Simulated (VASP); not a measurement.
# CuSn7O15 (a cell with a defect) in VASP: a series of runs, part 2 of 2

VASP 6.6.1.

### Step 4. Single point, r2SCAN

File POSCAR:

```
CuSn7O15
1.0
    4.8274600320      4.8274600320      0.0000000000
   -4.8274600320      4.8274600320      0.0000000000
    0.0000000000      0.0000000000      6.4759066843
Sn O Cu
7 15 1
Direct
    0.0137398224      0.5007211257      0.2425590146
    0.5002437490      0.0016800937      0.2495051930
   -0.0036387871      0.0004143739     -0.0001976684
    0.5095138161      0.5004347928     -0.0013194304
    0.0113863191      0.5006395480      0.7570489077
    0.5004084000     -0.0024085689      0.7486102904
   -0.0004113622      0.0012600065      0.4997006284
   -0.0019307374      0.8052568768      0.2519673938
    0.5040751390      0.3098248800      0.2546967071
   -0.0108234792      0.1962553319      0.2516190500
    0.5051435046      0.6989780017      0.2412050557
    0.2988828288      0.0062443914     -0.0005454878
    0.8178566098      0.5066472803      0.0011450321
    0.2001540660      0.4967702768     -0.0011976336
    0.6963710742     -0.0067282576     -0.0014228259
   -0.0021297368      0.8054912409      0.7473875311
    0.5111877837      0.3008686599      0.7571922447
   -0.0093507327      0.1963978482      0.7481250456
    0.5078352434      0.6885817828      0.7408221555
    0.3022437660      0.0037075535      0.4992952837
    0.1756672462      0.4969189321      0.5004719154
    0.6964278926     -0.0029831287      0.4994787314
    0.4914316413      0.4975054266      0.4968785820
```

File INCAR.step1:

```
SYSTEM = CuSn7O15
ALGO = Normal
EDIFF = 1E-5
ENCUT = 580
GGA = PE
GGA_COMPAT = .FALSE.
ISMEAR = -1
LASPH = .TRUE.
LCHARG = .FALSE.
LREAL = .FALSE.
LWAVE = .TRUE.
NBANDS = 116
NELECT = 200.0
NELM = 120
PREC = Accurate
SIGMA = 0.01
```

File INCAR.step2:

```
SYSTEM = CuSn7O15
ALGO = Normal
EDIFF = 1E-6
ENCUT = 580
GGA_COMPAT = .FALSE.
ISIF = 2
ISMEAR = -1
ISTART = 1
LASPH = .TRUE.
LCHARG = .TRUE.
LELF = .TRUE.
LMIXTAU = .TRUE.
LREAL = .FALSE.
LVHAR = .TRUE.
LWAVE = .FALSE.
METAGGA = R2SCAN
NBANDS = 116
NELECT = 200.0
NELM = 120
PREC = Accurate
SIGMA = 0.01
```

File KPOINTS:

```
Automatic mesh
0
Gamma
  1 1 1
  0.25 0.25 0.25
```

The run is started by

```sh
cat potpaw_PBE.64/Sn_d/POTCAR potpaw_PBE.64/O/POTCAR potpaw_PBE.64/Cu/POTCAR > POTCAR
cp INCAR.step1 INCAR
mpirun -np 1 vasp_std > vasp.out
cp INCAR.step2 INCAR
mpirun -np 1 vasp_std > vasp.out
```

Run time: 46 min. Hardware: 1 thread of Intel Xeon 8259CL, shared host; peak memory 0.51 GiB.

It converged, with:

| Property | Result |
| --- | --- |
| Free energy | -304.5627 eV |
| Largest force | 0.598 eV/Å |

Forces in eV/Å, atoms in the order of the input:
```
Sn   0.064  0.067 -0.092
Sn  -0.048  0.103  0.024
Sn  -0.018 -0.015 -0.025
Sn   0.006 -0.018 -0.052
Sn   0.052  0.035  0.091
Sn   0.090 -0.042 -0.019
Sn  -0.024 -0.029  0.019
O   -0.040  0.074 -0.017
O    0.319 -0.142 -0.442
O    0.097  0.013 -0.058
O   -0.068 -0.055 -0.056
O    0.091 -0.111 -0.040
O    0.134 -0.017 -0.029
O   -0.093 -0.007  0.008
O   -0.088  0.093  0.075
O   -0.027  0.063  0.030
O    0.029 -0.079  0.040
O    0.104 -0.031  0.039
O   -0.319  0.202  0.464
O    0.003 -0.062  0.018
O   -0.134 -0.083 -0.031
O   -0.007  0.058 -0.065
Cu  -0.123 -0.016  0.117
```

Levels at points of the mesh, in eV from the Fermi level:
```tsv
k point	band 97	band 98	band 99	band 100	band 101	band 102	band 103	band 104
(0.25, 0.25, 0.25)	-1.43	-1.41	-1.36	-0.14	0.15	1.66	2.04	2.98
```

Caveat: the cell carries a net charge on a neutralising background, which shifts energy and pressure; the cell is charged against a uniform background, so pressure and absolute levels hang on convention; the PAW data sets were made with another functional, which shifts forces and pressure a little; spin-orbit coupling is left out, which moves the levels of the heavy elements.

### Step 5. Single point, r2SCAN

File POSCAR:

```
CuSn7O15
1.0
    4.8274600320      4.8274600320      0.0000000000
   -4.8274600320      4.8274600320      0.0000000000
    0.0000000000      0.0000000000      6.4759066843
Sn O Cu
7 15 1
Direct
    0.0172410229      0.4983258279      0.2362319997
    0.4955716105     -0.0023438994      0.2543138273
   -0.0078947677     -0.0013850800     -0.0003063187
    0.5131633201      0.4987955407     -0.0007650378
    0.0163612083      0.4986321777      0.7641346055
    0.4962821278     -0.0005038570      0.7440561319
   -0.0045862175     -0.0011105291      0.4995159515
   -0.0074133732      0.8023759151      0.2493843403
    0.5123196800      0.3142446888      0.2658428033
   -0.0119017650      0.1944032631      0.2494089986
    0.5051116090      0.6798972089      0.2661704252
    0.3023664017      0.0009492753     -0.0011636376
    0.8172566633      0.5012610360      0.0003894971
    0.2088416088      0.4946680886     -0.0002430387
    0.6840606850     -0.0041628048     -0.0005861611
   -0.0076697751      0.8025884112      0.7498304651
    0.5152520390      0.3179288457      0.7311596450
   -0.0133642510      0.1948224999      0.7498632157
    0.5074033575      0.6823699532      0.7320204482
    0.2993211392      0.0023212281      0.4997802112
    0.1548861146      0.4966910744      0.5005241305
    0.6916091854     -0.0055271431      0.4989095517
    0.4955913593      0.4984198835      0.4986101238
```

File INCAR.step1:

```
PREC = Accurate
ENCUT = 580
ISMEAR = -1
SIGMA = 0.01
LREAL = F
LASPH = T
NELM = 120
NELECT = 198.0
NBANDS = 116
GGA = PE
ALGO = Normal
EDIFF = 1E-5
LWAVE = T
LCHARG = F
GGA_COMPAT = F
```

File INCAR.step2:

```
PREC = Accurate
ENCUT = 580
EDIFF = 1E-6
ISMEAR = -1
SIGMA = 0.01
LREAL = F
LASPH = T
NELM = 120
ALGO = Normal
ISIF = 2
LWAVE = F
LCHARG = F
METAGGA = R2SCAN
LMIXTAU = T
NELECT = 198.0
NBANDS = 116
ISTART = 1
GGA_COMPAT = F
```

KPOINTS is that of step 4.

Potentials or basis: VASP PAW PBE potentials, release 64 (Sn_d, O, Cu).

The run is started by

```sh
cat potpaw_PBE.64/Sn_d/POTCAR potpaw_PBE.64/O/POTCAR potpaw_PBE.64/Cu/POTCAR > POTCAR
cp INCAR.step1 INCAR
mpirun -np 1 vasp_std > vasp.out
cp INCAR.step2 INCAR
mpirun -np 1 vasp_std > vasp.out
```

OUTCAR:

```text
PREC = Accurate
   ENCUT = 580
   EDIFF = 1E-6
   ISMEAR = -1
   LREAL = F
   LASPH = T
   NELM = 120
   ISIF = 2
   METAGGA = R2SCAN
   NELECT = 198.0
   ISTART = 1

 ion  position               nearest neighbor table
   1  0.017  0.498  0.236-  21 1.95  14 2.01  13 2.05   8 2.08  10 2.09   5 3.06   5 3.42   4 3.72
                             3 3.74   3 3.75
   2  0.496  0.998  0.254-  22 2.07  20 2.08  15 2.09  12 2.12   9 2.17  11 2.17   6 3.17   6 3.30

   3  0.992  0.999  1.000-  10 2.10  16 2.10   8 2.10  18 2.10  15 2.10  12 2.12   7 3.24   7 3.24
                             5 3.74   5 3.74   1 3.74   1 3.75
   4  0.513  0.499  0.999-  13 2.08  14 2.08  11 2.13  17 2.13  19 2.14   9 2.14  23 3.24  23 3.24
                             1 3.72   5 3.72   5 3.76
   5  0.016  0.499  0.764-  21 1.95  14 2.01  13 2.05  16 2.08  18 2.09   1 3.06   1 3.42   4 3.72
                             3 3.74   3 3.74   4 3.76
   6  0.496  0.999  0.744-  22 2.07  20 2.08  15 2.09  12 2.12  19 2.17  17 2.18   2 3.17   2 3.30
                             7 3.76
   7  0.995  0.999  0.500-  22 2.07  20 2.07  10 2.10  18 2.10   8 2.10  16 2.10   3 3.24   3 3.24
                             6 3.76
   8  0.993  0.802  0.249-   1 2.08   3 2.10   7 2.10
   9  0.512  0.314  0.266-  23 1.97   4 2.14   2 2.17
  10  0.988  0.194  0.249-   1 2.09   3 2.10   7 2.10
  11  0.505  0.680  0.266-  23 1.95   4 2.13   2 2.17
  12  0.302  0.001  0.999-   6 2.12   2 2.12   3 2.12
  13  0.817  0.501  0.000-   5 2.05   1 2.05   4 2.08
  14  0.209  0.495  1.000-   5 2.01   1 2.01   4 2.08
  15  0.684  0.996  0.999-   6 2.09   2 2.09   3 2.10
  16  0.992  0.803  0.750-   5 2.08   3 2.10   7 2.10
  17  0.515  0.318  0.731-  23 1.95   4 2.13   6 2.18
  18  0.987  0.195  0.750-   5 2.09   3 2.10   7 2.10
  19  0.507  0.682  0.732-  23 1.97   4 2.14   6 2.17
  20  0.299  0.002  0.500-   7 2.07   6 2.08   2 2.08
  21  0.155  0.497  0.501-   5 1.95   1 1.95  23 2.33
  22  0.692  0.994  0.499-   6 2.07   2 2.07   7 2.07
  23  0.496  0.498  0.499-  17 1.95  11 1.95   9 1.97  19 1.97  21 2.33   4 3.24   4 3.24

  LATTYP: Found a simple tetragonal cell.
 ALAT       =     6.8270594491
[... 180 lines left out ...]
   METAGGA = R2SCAN    functional components
   LHFCALC =     F    Hartree Fock is set to
   AEXX    =    0.0000 exact exchange contribution
   IVDW    =     0    specifies the selected vdW correction
   LEPSILON=     F    determine dielectric tensor
   LRPA    =     F    only Hartree local field effects (RPA)
 non-spin polarized calculation
  energy-cutoff  :      580.00
  volume of cell :      301.83
 maximum number of plane-waves:      9557
 NGX is ok and might be reduce to    54
   NGX = 27   NGY = 27   NGZ = 25

 number of electron     198.0000002 magnetization

 Free energy of the ion-electron system (eV)
  ---------------------------------------------------
  ext. energy  EPLUGINS =         0.00000000
  ---------------------------------------------------
  free energy    TOTEN  =      -316.38879378 eV

  energy without entropy =     -316.38879378  energy(sigma->0) =     -316.38879378

 E-fermi :   4.5164     XC(G=0): -11.3653

 val. band max:        4.2661600443   @ k =   0.2500  -0.2500   0.2500
 cond. band min:       5.1909940894   @ k =   0.2500  -0.2500   0.2500
 fundamental gap:      0.9248340451
 Fermi energy:         4.5164317922

 k-point     1 :       0.2500    0.2500    0.2500
  band No.  band energies     occupation
      1     -17.6653      2.00000
      2     -17.4271      2.00000
      3     -17.1806      2.00000
      4     -17.0276      2.00000
      5     -16.9901      2.00000
      6     -16.8868      2.00000
[... 445 lines left out ...]
    110      12.3990      0.00000
    111      12.4924      0.00000
 [bands above 111 left out]

------------------------ aborting loop because EDIFF is reached ----------------------------------------

  FORCE on cell =-STRESS in cart. coord.  units (eV):
  Direction    XX          YY          ZZ          XY          YZ          ZX
  --------------------------------------------------------------------------------------
  -------------------------------------------------------------------------------------
  Total      -26.8107790    -26.5690968    -28.9331145      7.6193976      0.0252213     -0.0213780
  in kB     -142.3154542   -141.0325705   -153.5811154     40.4448535      0.1338780     -0.1134774
  external PRESSURE =    -145.6430467 kB  Pullay stress =       0.0000000 kB

 VOLUME and BASIS-vectors are now :
 -----------------------------------------------------------------------------
  energy-cutoff  :      580.00
  volume of cell :      301.83
      direct lattice vectors                 reciprocal lattice vectors
     4.827460032  4.827460032  0.000000000     0.103574136  0.103574136  0.000000000
    -4.827460032  4.827460032  0.000000000    -0.103574136  0.103574136  0.000000000
     0.000000000  0.000000000  6.475906684     0.000000000  0.000000000  0.154418531

 POSITION                                       TOTAL-FORCE (eV/Angst)
 -----------------------------------------------------------------------------------
     -2.32242      2.48888      1.52982         0.121879      0.100006     -0.146888
     -2.42379      7.20850      1.64691         0.025035      0.044790      0.044515
     -0.03143      9.61012      6.47392        -0.024375     -0.024584     -0.037271
      0.06936      4.88519      6.47095         0.000067     -0.007714     -0.029513
     -2.32814      2.48611      4.94846         0.105503      0.081319      0.130857
     -2.42925      7.22081      4.81844         0.052079      0.039207     -0.043719
[... 15 lines left out ...]
     -1.46206      8.13949      3.23089        -0.042738      0.019370      0.002009
     -0.01365      4.79855      3.22895        -0.066229     -0.039350      0.032040
 -----------------------------------------------------------------------------------
    total drift:                                0.016548      0.035556     -0.020438

  FREE ENERGIE OF THE ION-ELECTRON SYSTEM (eV)
  ---------------------------------------------------
  free  energy   TOTEN  =      -316.3887937797 eV

  energy  without entropy=     -316.3887937797  energy(sigma->0) =     -316.38879378
```

OUTCAR.step1:

```text
PREC = Accurate
   ENCUT = 580
   ISMEAR = -1
   LREAL = F
   LASPH = T
[... 731 lines left out ...]
     -2.32814      2.48611      4.94846        -0.002752     -0.018717     -0.014861
     -2.42925      7.22081      4.81844        -0.001157      0.003751     -0.007660
[... 15 lines left out ...]
     -1.46206      8.13949      3.23089        -0.002085      0.037237      0.001158
     -0.01365      4.79855      3.22895        -0.023999     -0.016852      0.043772
 -----------------------------------------------------------------------------------
    total drift:                               -0.000846      0.002309      0.000183

  FREE ENERGIE OF THE ION-ELECTRON SYSTEM (eV)
  ---------------------------------------------------
  free  energy   TOTEN  =      -143.2884165916 eV

  energy  without entropy=     -143.2884165916  energy(sigma->0) =     -143.28841659
```

OSZICAR.step1:

```text
N       E                     dE             d eps       ncg     rms          rms(c)
DAV:   1     0.382802542043E+04    0.38280E+04   -0.90086E+04  1008   0.281E+03
DAV:   2     0.872064508477E+03   -0.29560E+04   -0.28299E+04   928   0.903E+02
DAV:   3    -0.387783740690E+02   -0.91084E+03   -0.86571E+03   976   0.350E+02
[... 15 lines left out ...]
DAV:  19    -0.143288533091E+03    0.28802E-03   -0.10872E-03  1288   0.277E-01    0.105E-01
DAV:  20    -0.143288419873E+03    0.11322E-03   -0.31334E-04  1312   0.297E-01    0.314E-02
DAV:  21    -0.143288443309E+03   -0.23436E-04   -0.86006E-05   984   0.124E-01    0.453E-02
DAV:  22    -0.143288421084E+03    0.22225E-04   -0.16685E-05   640   0.707E-02    0.219E-02
DAV:  23    -0.143288416592E+03    0.44927E-05   -0.38910E-05   864   0.597E-02
   1 F= -.14328842E+03 E0= -.14328842E+03  d E =-.702566E-13
```

It took 24 min on 1 thread of Intel Xeon 8259CL, shared host; peak memory 0.49 GiB.

What came out:

| Property | Result |
| --- | --- |
| Free energy | -316.3888 eV |
| Largest force | 0.251 eV/Å |

Forces in eV/Å, atoms in the order of the input:
```
Sn   0.122  0.100 -0.147
Sn   0.025  0.045  0.045
Sn  -0.024 -0.025 -0.037
Sn   0.000 -0.008 -0.030
Sn   0.106  0.081  0.131
Sn   0.052  0.039 -0.044
Sn  -0.019 -0.029  0.033
O    0.008  0.012  0.001
O   -0.091  0.028 -0.051
O    0.015  0.047 -0.020
O   -0.069  0.076 -0.073
O    0.013 -0.010  0.015
O    0.036  0.015  0.015
O   -0.025  0.010 -0.018
O   -0.018  0.012  0.003
O    0.002  0.006  0.012
O    0.051 -0.172  0.080
O    0.059  0.035  0.022
O    0.010 -0.053  0.087
O    0.033 -0.019 -0.018
O   -0.177 -0.173 -0.041
O   -0.043  0.019  0.002
Cu  -0.066 -0.039  0.032
```

Caveat: the cell carries a net charge on a neutralising background, which shifts energy and pressure; the cell is charged against a uniform background, so pressure and absolute levels hang on convention; the PAW data sets were made with another functional, which shifts forces and pressure a little; spin-orbit coupling is left out, which moves the levels of the heavy elements.

### Step 6. Single point, PBE, collinear spin

File INCAR:

```
SYSTEM = CuSn7O15
  PREC = Accurate
  ENCUT = 520
  EDIFF = 1E-6
  ISMEAR = -1
  SIGMA = 0.01
  LREAL = .FALSE.
  LASPH = .TRUE.
  NELM = 200
  ALGO = Normal
  ISIF = 2
  LWAVE = .FALSE.
  LCHARG = .TRUE.
  ISPIN = 2
  MAGMOM = 0.01 0.01 0.01 0.01 0.01 0.01 0.01 0 0.09 0 0.09 0 0.01 0 0 0 0.09 0 0.09 0 0.05 0 0.41
  LORBIT = 11
  NUPDOWN = 1.0
  LMAXMIX = 4
  GGA = PE
  LELF = .TRUE.
  LVHAR = .TRUE.
  NBANDS = 120
  GGA_COMPAT = .FALSE.
```

File KPOINTS:

```
Automatic mesh
0
G
  1 1 1
  0 0 0
```

File POSCAR:

```
CuSn7O15
1.0
    4.8274600320      4.8274600320      0.0000000000
   -4.8274600320      4.8274600320      0.0000000000
    0.0000000000      0.0000000000      6.4759066843
Sn O Cu
7 15 1
Direct
    0.0151515424      0.5007973967      0.2369743388
    0.4974926127      0.0004568411      0.2510919674
   -0.0069238703      0.0013192787     -0.0003506420
    0.5108900525      0.5008091566     -0.0010082833
    0.0144319793      0.5012068784      0.7637857182
    0.4981239517      0.0008290269      0.7469599169
   -0.0030697647      0.0011645916      0.4995099465
   -0.0058224669      0.8046423877      0.2502600440
    0.5080319482      0.3102152630      0.2543362088
   -0.0118160406      0.1973734790      0.2506531120
    0.5028310095      0.6903436526      0.2545633453
    0.2986698360      0.0044052262     -0.0013773906
    0.8177315364      0.5042692409      0.0005160931
    0.2042814522      0.4968638841     -0.0000688865
    0.6904113639     -0.0031580449     -0.0007589834
   -0.0065470587      0.8047595308      0.7489459904
    0.5119036853      0.3115830719      0.7425480578
   -0.0122817796      0.1977547602      0.7486347136
    0.5044349496      0.6903418168      0.7424491590
    0.2996959244      0.0044724011      0.4995043251
    0.1558174484      0.5001457630      0.5007784217
    0.6940852253     -0.0032245413      0.4990121130
    0.4934746335      0.5001126849      0.4979728251
```

Potentials or basis: VASP PAW PBE potentials, release 64 (Sn_d, O, Cu).

The run is started by

```sh
cat potpaw_PBE.64/Sn_d/POTCAR potpaw_PBE.64/O/POTCAR potpaw_PBE.64/Cu/POTCAR > POTCAR
mpirun -np 1 vasp_gam > vasp.out
```

Run time: 4.3 min. Hardware: 1 thread of Intel Xeon 8259CL, shared host; peak memory 0.46 GiB.

It converged, with:

| Item | Value |
| --- | --- |
| Free energy | -135.5462 eV |
| Pressure | -0.1 GPa |
| Largest force | 0.464 eV/Å |
| Net moment | 1.00 μB per cell |
| Site moments | Sn +0.02, +0.01 (each value once); O +0.00, +0.08, +0.01, +0.04 (each value once); Cu +0.36 μB |
| Valence electrons inside the program's atomic spheres | Sn 12.35, 12.18, 12.23, 12.20, 12.24 (each value once); O 5.05, 4.98, 5.04, 5.09, 5.06, 4.97, 5.02 (each value once); Cu 9.64 |

Forces in eV/Å, atoms in the order of the input:
```
Sn  -0.310 -0.286 -0.094
Sn  -0.047 -0.051  0.107
Sn   0.036  0.027 -0.034
Sn  -0.143 -0.122 -0.047
Sn  -0.318 -0.328  0.081
Sn  -0.046 -0.054 -0.105
Sn  -0.005 -0.020  0.032
O    0.070  0.105  0.018
O   -0.294  0.348 -0.029
O    0.075  0.073 -0.008
O    0.288 -0.333 -0.036
O    0.090  0.117  0.022
O    0.066  0.068  0.008
O    0.269  0.263 -0.013
O   -0.142 -0.158  0.006
O    0.060  0.111 -0.011
O   -0.255  0.263  0.018
O    0.103  0.053  0.011
O    0.264 -0.311  0.098
O    0.149  0.179 -0.014
O    0.220  0.194 -0.067
O   -0.177 -0.200 -0.018
Cu   0.045  0.062  0.074
```

Stress tensor (GPa, compression positive):
```
-0.12  2.81 -0.07
 2.81  0.27  0.08
-0.07  0.08 -0.54
```

Caveat: the k points lie up to 0.97 Å⁻¹ apart, too coarse for converged energies, forces and pressures; spin-orbit coupling is left out, which moves the levels of the heavy elements; the total moment is fixed, so each spin has its own Fermi level and the state may be an excited one.
